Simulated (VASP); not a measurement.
# Mg2Be (Immm) in VASP: a series of runs

Runs on Mg2Be. Level: PBE. Tasks: relaxation of cell and atoms, single point.

Program: VASP 6.6.1. These are calculated values, not measurements. Logs are shortened: lines on timing, memory, paths and dates and some standing lists are left out, and cuts for length are marked.

### 1 The cell of the first run

The structure is orthorhombic, space group Immm (No. 71). Conventional cell: a = 3.537 Å, b = 4.663 Å, c = 6.996 Å, α = 90.00°, β = 90.00°, γ = 90.00°. Within 3.6 Å of Mg (site symmetry mm2) lie 4 Be at 2.68 to 2.76 Å and 7 Mg at 2.97 to 3.54 Å. Be (site symmetry mmm) has 8 Mg at 2.68 to 2.76 Å and 2 Be at 3.54 Å within 3.6 Å.

### 2 Relaxation of cell and atoms, PBE

The input, INCAR:

```
  PREC = Accurate
  ENCUT = 600
  EDIFF = 1E-6
  ISMEAR = 0
  SIGMA = 0.1
  LREAL = False
  LASPH = True
  NELM = 100
  ALGO = Fast
  ISIF = 3
  LWAVE = False
  LCHARG = False
  GGA = PE
  IBRION = 2
  NSW = 100
  EDIFFG = -0.01
```

The input, KPOINTS:

```
regular mesh
0
Gamma
  16 16 16
```

The input, POSCAR:

```
Mg2Be
1.0
   -1.7683854491      2.3312654978      3.4981252635
    1.7683854491     -2.3312654978      3.4981252635
    1.7683854491      2.3312654978     -3.4981252635
Mg Be
2 1
Direct
    0.2124164296      0.2124164296      0.0000000000
    0.7875835704      0.7875835704      0.0000000000
    0.5000000000      0.0000000000      0.5000000000
```

Potentials or basis: VASP PAW PBE potentials, release 64 (Mg, Be).

The run is started by

```
$ cat potpaw_PBE.64/Mg/POTCAR potpaw_PBE.64/Be/POTCAR > POTCAR
$ mpirun -np 1 vasp_std > vasp.out
```

OUTCAR:

```text
PREC = Accurate
   ENCUT = 600
   EDIFF = 1E-6
   ISMEAR = 0
   LREAL = False
   LASPH = True
   NELM = 100
   ISIF = 3
   GGA = PE
   IBRION = 2
   NSW = 100
   EDIFFG = -0.01

 ion  position               nearest neighbor table
   1  0.212  0.212  0.000-   3 2.68   3 2.68   3 2.76   3 2.76   2 2.97   2 2.97   2 2.97   2 2.97
                             2 2.97
   2  0.788  0.788  0.000-   3 2.68   3 2.68   3 2.76   3 2.76   1 2.97   1 2.97   1 2.97   1 2.97
                             1 2.97
   3  0.500  0.000  0.500-   2 2.68   1 2.68   2 2.68   1 2.68   1 2.76   1 2.76   2 2.76   2 2.76

  LATTYP: Found a body centered orthorhombic cell.
 ALAT       =     3.5367708982
 B/A-ratio  =     1.3183016740
 C/A-ratio  =     1.9781463737

  Lattice vectors:

 A1 = (  -1.7683854491,   2.3312654978,   3.4981252635)
 A2 = (   1.7683854491,  -2.3312654978,   3.4981252635)
 A3 = (   1.7683854491,   2.3312654978,  -3.4981252635)

Analysis of symmetry for initial positions (statically):
=====================================================================
 Subroutine PRICEL returns:
 Original cell was already a primitive cell.

 Routine SETGRP: Setting up the symmetry group for a
 body centered orthorhombic supercell.

 Subroutine GETGRP returns: Found  8 space group operations
 (whereof  8 operations were pure point group operations)
 out of a pool of  8 trial point group operations.

The static configuration has the point symmetry D_2h.

Analysis of symmetry for dynamics (positions and initial velocities):
=====================================================================
 Subroutine PRICEL returns:
 Original cell was already a primitive cell.

 Routine SETGRP: Setting up the symmetry group for a
 body centered orthorhombic supercell.

 Subroutine GETGRP returns: Found  8 space group operations
 (whereof  8 operations were pure point group operations)
 out of a pool of  8 trial point group operations.

The dynamic configuration has the point symmetry D_2h.

 Subroutine INISYM returns: Found  8 space group operations
 (whereof  8 operations are pure point group operations),
 and found     1 'primitive' translations

----------------------------------------------------------------------------------------

                                     Primitive cell

  volume of cell :      57.6851

  direct lattice vectors                    reciprocal lattice vectors
    -1.768385449  2.331265498  3.498125263     0.000000000  0.214475786  0.142933704
     1.768385449 -2.331265498  3.498125263     0.282743788  0.000000000  0.142933704
     1.768385449  2.331265498 -3.498125263     0.282743788  0.214475786  0.000000000

  length of vectors
     4.560577406  4.560577406  4.560577406     0.257739998  0.316818707  0.354885774

  position of ions in fractional coordinates (direct lattice)
     0.212416430  0.212416430  0.000000000
     0.787583570  0.787583570  0.000000000
     0.500000000  0.000000000  0.500000000

  ion indices of the primitive-cell ions
   primitive index   ion index
                 1           1
                 2           2
                 3           3

----------------------------------------------------------------------------------------

 KPOINTS: regular mesh

Automatic generation of k-mesh.
 Grid dimensions read from file:
 generate k-points for:   16   16   16

 Generating k-lattice:

  Cartesian coordinates                     Fractional coordinates (reciprocal lattice)
     0.000000000  0.013404737  0.008933356     0.062500000  0.000000000  0.000000000
     0.017671487  0.000000000  0.008933356     0.000000000  0.062500000  0.000000000
     0.017671487  0.013404737  0.000000000     0.000000000  0.000000000  0.062500000

  Length of vectors
     0.016108750  0.019801169  0.022180361

  Shift w.r.t. Gamma in fractional coordinates (k-lattice)
     0.000000000  0.000000000  0.000000000

 Subroutine IBZKPT returns following result:
 ===========================================

 Found    621 irreducible k-points:

 Following reciprocal coordinates:
            Coordinates               Weight
  0.000000  0.000000  0.000000      1.000000
  0.062500  0.000000  0.000000      4.000000
  0.125000  0.000000  0.000000      4.000000
  0.187500 -0.000000  0.000000      4.000000
  0.250000  0.000000  0.000000      4.000000
  0.312500  0.000000  0.000000      4.000000
[... 16 lines left out ...]
 -0.187500  0.062500 -0.000000      8.000000
 -0.125000  0.062500  0.000000      8.000000
 [... further k-points ...]
   k-points           NKPTS =    621   k-points in BZ     NKDIM =    621   number of bands    NBANDS=      7
   number of dos      NEDOS =    301   number of ions     NIONS =      3
   total plane-waves  NPLWV =  46656
   dimension x,y,z NGX =    36 NGY =   36 NGZ =   36
   dimension x,y,z NGXF=    72 NGYF=   72 NGZF=   72
   ions per type =               2   1
   NGX,Y,Z   is equivalent  to a cutoff of  13.12, 13.12, 13.12 a.u.
   NGXF,Y,Z  is equivalent  to a cutoff of  26.25, 26.25, 26.25 a.u.
 SYSTEM =  unknown system
   PREC   = accura    normal or accurate (medium, high low for compatibility)
   ISTART =      0    job   : 0-new  1-cont  2-samecut
   ICHARG =      2    charge: 1-file 2-atom 10-const
   ISPIN  =      1    spin polarized calculation?
   LNONCOLLINEAR =      F non collinear calculations
   LSORBIT =      F    spin-orbit coupling
   LASPH  =      T    aspherical Exc in radial PAW
   ENCUT  =  600.0 eV  44.10 Ry    6.64 a.u.   9.11  9.11  9.11*2*pi/ulx,y,z
   NELM   =    100;   NELMIN=  2; NELMDL= -5     # of ELM steps
   EDIFF  = 0.1E-05   stopping-criterion for ELM
   LREAL  =      F    real-space projection
   EDIFFG = -.1E-01   stopping-criterion for IOM
   NSW    =    100    number of steps for IOM
   IBRION =      2    ionic relax: 0-MD 1-quasi-New 2-CG
   NFREE  =      1    steps in history (QN), initial steepest desc. (CG)
   ISIF   =      3    stress and relaxation
   ISYM   =      2    0-nonsym 1-usesym 2-fastsym
   POTIM  = 0.5000    time-step for ionic-motion
   TEBEG  =    0.0;   TEEND  =   0.0 temperature during run
   PSTRESS=    0.0 pullay stress
   NELECT =       6.0000    total number of electrons
   NUPDOWN=      -1.0000    fix difference up-down
   EMIN   =  10.00;   EMAX   =-10.00  energy-range for DOS
   EFERMI =   0.00;   METHOD = LEGACY
   ISMEAR =     0;   SIGMA  =   0.10  broadening in eV -4-tet -1-fermi 0-gaus
   EFERMI_NEDOS =   21; number of points for ismear=-14 and -15
   IALGO  =     68    algorithm
   IMIX   =      4    mixing-type and parameters
     AMIX     =   0.40;   BMIX     =  1.00
     AMIX_MAG =   1.60;   BMIX_MAG =  1.00
  volume/ion in A,a.u.               =      19.23       129.76
  Fermi-wavevector in a.u.,A,eV,Ry     =   0.769905  1.454910  8.064908  0.592754
  Thomas-Fermi vector in A             =   1.870995
   LORBIT       =      0    0 simple, 1 ext, 2 COOP (PROOUT), +10 PAW based schemes
   GGA     = PE    functional components
   LHFCALC =     F    Hartree Fock is set to
   AEXX    =    0.0000 exact exchange contribution
   IVDW    =     0    specifies the selected vdW correction
   LEPSILON=     F    determine dielectric tensor
   LRPA    =     F    only Hartree local field effects (RPA)
 conjugate gradient relaxation of ions
 non-spin polarized calculation
 RMM-DIIS sequential band-by-band and
 Gauss-broadening in eV      SIGMA  =   0.10
  energy-cutoff  :      600.00
  volume of cell :       57.69
 maximum number of plane-waves:      1948
   NGX = 19   NGY = 19   NGZ = 19

--------------------------------------- Ionic step        1  -------------------------------------------

 number of electron       6.0000000 magnetization

 Free energy of the ion-electron system (eV)
  ---------------------------------------------------
  ext. energy  EPLUGINS =         0.00000000
  ---------------------------------------------------
  free energy    TOTEN  =        -5.64014809 eV

  energy without entropy =       -5.63284890  energy(sigma->0) =       -5.63649849

------------------------ aborting loop because EDIFF is reached ----------------------------------------

  FORCE on cell =-STRESS in cart. coord.  units (eV):
  Direction    XX          YY          ZZ          XY          YZ          ZX
  --------------------------------------------------------------------------------------
  -------------------------------------------------------------------------------------
  Total       -0.2995667      0.1291123      0.2229073     -0.0000000      0.0000000      0.0000000
  in kB       -8.3203225      3.5860309      6.1911443     -0.0000000      0.0000000      0.0000000
  external PRESSURE =       0.4856176 kB  Pullay stress =       0.0000000 kB
[... 92 lines left out ...]
  FREE ENERGIE OF THE ION-ELECTRON SYSTEM (eV)
  ---------------------------------------------------
  free  energy   TOTEN  =        -5.6490313069 eV

  energy  without entropy=       -5.6414713160  energy(sigma->0) =       -5.64525131

[... ionic steps 4 to 17 ...]

--------------------------------------- Ionic step       18  -------------------------------------------

 number of electron       6.0000000 magnetization

------------------------ aborting loop because EDIFF is reached ----------------------------------------

  FORCE on cell =-STRESS in cart. coord.  units (eV):
  Direction    XX          YY          ZZ          XY          YZ          ZX
  --------------------------------------------------------------------------------------
  -------------------------------------------------------------------------------------
  Total       -0.0412712     -0.0284479      0.0285894     -0.0000000      0.0000000      0.0000000
  in kB       -1.1838112     -0.8159914      0.8200495     -0.0000000      0.0000000      0.0000000
  external PRESSURE =      -0.3932510 kB  Pullay stress =       0.0000000 kB
[... 59 lines left out ...]
  energy  without entropy=       -5.6826298842  energy(sigma->0) =       -5.68560630

--------------------------------------- Ionic step       20  -------------------------------------------

 number of electron       6.0000000 magnetization

 Free energy of the ion-electron system (eV)
  ---------------------------------------------------
  ext. energy  EPLUGINS =         0.00000000
  ---------------------------------------------------
  free energy    TOTEN  =        -5.68861025 eV

  energy without entropy =       -5.68264686  energy(sigma->0) =       -5.68562856

 E-fermi :   2.6900     XC(G=0):  -8.7548

 val. band max:        2.6871682687   @ k =  -0.0625  -0.1875   0.0625
 cond. band min:       2.6911588468   @ k =   0.1875   0.3750   0.0000
 fundamental gap:      0.0039905781
 Fermi energy:         2.6899912599

 k-point     1 :       0.0000    0.0000    0.0000
  band No.  band energies     occupation
      1      -4.5330      2.00000
      2       3.0285      0.00000
      3       3.2476      0.00000
      4       4.0594      0.00000
      5       5.0045      0.00000
      6       6.2943      0.00000
      7       6.7878      0.00000
[... 221 lines left out ...]
 k-point    24 :      -0.1250    0.0625    0.0000
  band No.  band energies     occupation
      1      -4.3692      2.00000
      2       2.2019      2.00000
      3       2.7175      0.69673
      4       4.5561      0.00000
      5       5.8209      0.00000
      6       6.4204      0.00000
      7       7.4186      0.00000

 [... further k-points ...]

------------------------ aborting loop because EDIFF is reached ----------------------------------------

  FORCE on cell =-STRESS in cart. coord.  units (eV):
  Direction    XX          YY          ZZ          XY          YZ          ZX
  --------------------------------------------------------------------------------------
  -------------------------------------------------------------------------------------
  Total       -0.0207262      0.0125693     -0.0016485      0.0000000      0.0000000      0.0000000
  in kB       -0.5951106      0.3609015     -0.0473335      0.0000000      0.0000000      0.0000000
  external PRESSURE =      -0.0938475 kB  Pullay stress =       0.0000000 kB
[... 18 lines left out ...]
  FREE ENERGIE OF THE ION-ELECTRON SYSTEM (eV)
  ---------------------------------------------------
  free  energy   TOTEN  =        -5.6886102547 eV

  energy  without entropy=       -5.6826468582  energy(sigma->0) =       -5.68562856

 reached required accuracy - stopping structural energy minimisation
```

Run time: 16 min. Hardware: 1 thread of Intel Xeon 6975P-C (Granite Rapids), shared host; peak memory 0.57 GiB.

What came out:

```yaml
Free_energy: -5.6886 eV
Relaxed_volume: 18.60 Å³/atom
Relaxed_cell: a = 4.665 Å, b = 4.665 Å, c = 4.665 Å, α = 139.89°, β = 119.17°, γ = 75.39°
Space_group_after_relaxing_to_0.1_Å: Immm (No. 71)
Energy_gained_by_relaxing: 16.2 meV/atom
Ionic_steps: 20
Pressure_after_relaxing: 0.0 GPa
Largest_force_after_relaxing: 0.008 eV/Å
Band_gap_on_the_k_mesh: zero (bands 3 and 4 overlap by 2.74 eV)
```

Forces in eV/Å, atoms in the order of the input:
```
Mg   0.000  0.000 -0.008
Mg   0.000  0.000  0.008
Be   0.000  0.000  0.000
```

Stress tensor (GPa, compression positive):
```
-0.06  0.00  0.00
 0.00  0.04  0.00
 0.00  0.00  0.00
```

Step by step:
```
step  energy change (eV)  largest force (eV/Å)  pressure (GPa)  volume (Å³)
   1              0.0000                0.0305            0.05        57.69
   2             -0.0025                0.0493           -0.06        57.73
   3             -0.0089                0.1028           -0.37        57.86
   4             -0.0178                0.1884           -0.94        58.06
   5              0.0003                0.2840           -1.71        58.18
   6             -0.0194                0.2053           -1.08        58.09
   7             -0.0211                0.2089           -1.04        57.98
   8             -0.0260                0.2193           -0.92        57.64
   9             -0.0316                0.2363           -0.64        56.93
  10             -0.0318                0.2405           -0.54        56.70
  11             -0.0356                0.2195           -0.36        56.43
  12             -0.0429                0.1483            0.23        55.63
  13             -0.0380                0.0363            1.59        54.05
  14             -0.0443                0.0997            0.63        55.14
  15             -0.0468                0.0583            0.35        55.43
  16             -0.0482                0.0056           -0.07        55.90
  17             -0.0482                0.0033           -0.05        55.89
  18             -0.0484                0.0038           -0.04        55.86
  19             -0.0484                0.0091           -0.03        55.84
  20             -0.0485                0.0077           -0.01        55.80
```

Final structure:
```
Mg Be
1.0
    -1.59996    2.36176    3.69172
     1.59996   -2.36176    3.69172
     1.59996    2.36176   -3.69172
Mg Be
2 1
Direct
  0.19920 0.19920 0.00000
  0.80080 0.80080 0.00000
  0.50000 0.00000 0.50000
```

Levels at points of the mesh, in eV from the Fermi level:
| k point | band 1 | band 2 | band 3 | band 4 | band 5 | band 6 |
| --- | --- | --- | --- | --- | --- | --- |
| (0.00, 0.00, 0.00) | -7.22 | 0.34 | 0.56 | 1.37 | 2.31 | 3.60 |
| (0.50, 0.00, 0.00) | -5.19 | -4.82 | -0.75 | 0.88 | 5.68 | 6.14 |
| (0.00, 0.50, 0.00) | -3.37 | -3.03 | 0.58 | 1.35 | 2.18 | 3.54 |
| (0.50, 0.50, 0.00) | -2.50 | -2.22 | -0.76 | -0.29 | 1.07 | 1.43 |
| (0.50, 0.50, 0.50) | -4.89 | -4.49 | -1.56 | -0.17 | 4.87 | 6.91 |

(Continued in part 2 of 2.)
